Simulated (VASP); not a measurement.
Here is a VASP 6.6.1 calculation.

File INCAR:

```
ALGO     = Normal         # electronic algorithm
EDIFF    = 1E-6           # SCF threshold, eV
EDIFFG   = -0.04          # ionic threshold
ENCUT    = 600            # plane-wave cutoff, eV
GGA      = PE             # functional
IBRION   = 2              # ionic algorithm
ISIF     = 3              # what is computed and relaxed
ISMEAR   = 0              # smearing method
LASPH    = True           # aspherical terms in the spheres
LCHARG   = False          # write CHGCAR
LREAL    = False          # projectors in reciprocal space
LWAVE    = False          # write WAVECAR
NELM     = 100            # most SCF steps
NSW      = 90             # ionic steps
PREC     = Accurate       # precision mode
SIGMA    = 0.1            # smearing width, eV
```

KPOINTS

```
k-points
0
Gamma
  6 6 4
```

Contents of POSCAR:

```
Ca3H2
1.0
    4.4626922313      0.0000000000      0.0000000000
   -2.2313461157      3.8648048416      0.0000000000
    0.0000000000      0.0000000000      5.3882893193
Ca H
3 2
Direct
    0.0000000000      0.0000000000      0.0000000000
    0.3333333333      0.6666666667      0.6250000000
    0.6666666667      0.3333333333      0.3750000000
    0.3333333333      0.6666666667      0.1380000000
    0.6666666667      0.3333333333      0.8620000000
```

Potentials or basis: VASP PAW PBE potentials, release 64 (Ca_sv, H).

Command:

```console
$ cat potpaw_PBE.64/Ca_sv/POTCAR potpaw_PBE.64/H/POTCAR > POTCAR
$ mpirun -np 1 vasp_std > vasp.out
```

(1) What does it give for the relaxed cell?

(2) Predict the band gap on the k mesh.

Answers

(1) a = 5.592 Å, b = 5.592 Å, c = 4.438 Å, α = 90.00°, β = 90.00°, γ = 120.00°.

(2) zero (bands 16 and 17 overlap by 1.09 eV).
